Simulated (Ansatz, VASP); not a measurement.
# One calculation of Se, two programs

Contents of INCAR:

```
SYSTEM = Se
PREC     = Accurate       ! precision mode
ENCUT    = 520            ! plane-wave cutoff, eV
EDIFF    = 1E-6           ! SCF threshold, eV
ISMEAR   = -1             ! smearing method
SIGMA    = 0.03           ! smearing width, eV
LREAL    = .FALSE.        ! projectors in reciprocal space
LASPH    = .TRUE.         ! aspherical terms in the spheres
NELM     = 100            ! most SCF steps
ALGO     = Normal         ! electronic algorithm
ISIF     = 2              ! what is computed and relaxed
LWAVE    = .FALSE.        ! write WAVECAR
LCHARG   = .FALSE.        ! write CHGCAR
GGA      = PE             ! functional
NBANDS   = 16             ! bands
```

File KPOINTS:

```
regular mesh
0
G
  8 8 6
  0 0 0
```

Contents of POSCAR:

```
Se
1.0
    4.3259394702      0.0000000000      0.0000000000
   -2.1629697351      3.7463734764      0.0000000000
    0.0000000000      0.0000000000      4.9162312139
Se
3
Direct
    0.2170000000      0.0000000000      0.1666666667
    0.0000000000      0.2170000000      0.8333333333
    0.7830000000      0.7830000000      0.5000000000
```

Input for Ansatz:

```yaml
crystal:
  lattice:
    - [4.3259394702, 0.0, 0.0]
    - [-2.1629697351, 3.7463734764, 0.0]
    - [0.0, 0.0, 4.9162312139]
  atoms:
    - { symbol: Se, position: [0.217, 0.0, 0.1666666667] }
    - { symbol: Se, position: [0.0, 0.217, 0.8333333333] }
    - { symbol: Se, position: [0.783, 0.783, 0.5] }
kpoints:
  mp_grid: { grid: [8, 8, 6] }
  band_path:
    path:
      - [0.0, 0.0, 0.0]
      - [0.5, 0.0, 0.0]
      - [0.3333333333, 0.3333333333, 0.0]
      - [0.0, 0.0, 0.0]
      - [0.0, 0.0, 0.5]
      - [0.5, 0.0, 0.5]
      - [0.3333333333, 0.3333333333, 0.5]
      - [0.0, 0.0, 0.5]
      - [0.5, 0.0, 0.5]
    npoints: 5
scf:
  occupations: { method: fermi_dirac, width: 0.03 }
hamiltonian:
  xc: pbe
  pseudopotentials: { kind: all_electron, lapw: { basis_error: 0.0005 } }
output:
  forces: true
  stress: true
  eigenvalues: true
```

Change from the starting cell: volume scaled by 0.98.

Alike in both runs: task single point; functional PBE; k mesh 8 × 8 × 6; occupations fermi-dirac, width 0.03 eV; no spin polarisation.

|  | VASP | Ansatz |
| --- | --- | --- |
| version | VASP 6.6.1 | Ansatz 0.2.0 |
| potentials or method | VASP PAW PBE potentials, release 64 (Se), cutoff 520 eV | all-electron LAPW, scalar-relativistic |

Ansatz gave:

| Property | Result |
| --- | --- |
| gap on the k mesh at the Fermi level (eV) | 1.15 |
| pressure (GPa) | 7.0 |
| traceless stress, the component that is largest in VASP (GPa) | 2.44 |
| rms of the force components (eV/Å) | 0.804 |

Problem. What did VASP give for the same quantities?

Solution. gap on the k mesh at the Fermi level (eV): 1.12; pressure (GPa): 7.2; traceless stress, the component that is largest in VASP (GPa): 2.54; rms of the force components (eV/Å): 0.836.

Atom by atom the forces differ by 0.033 eV/Å (rms over components). Ansatz ran all-electron here, and VASP with PAW potentials.
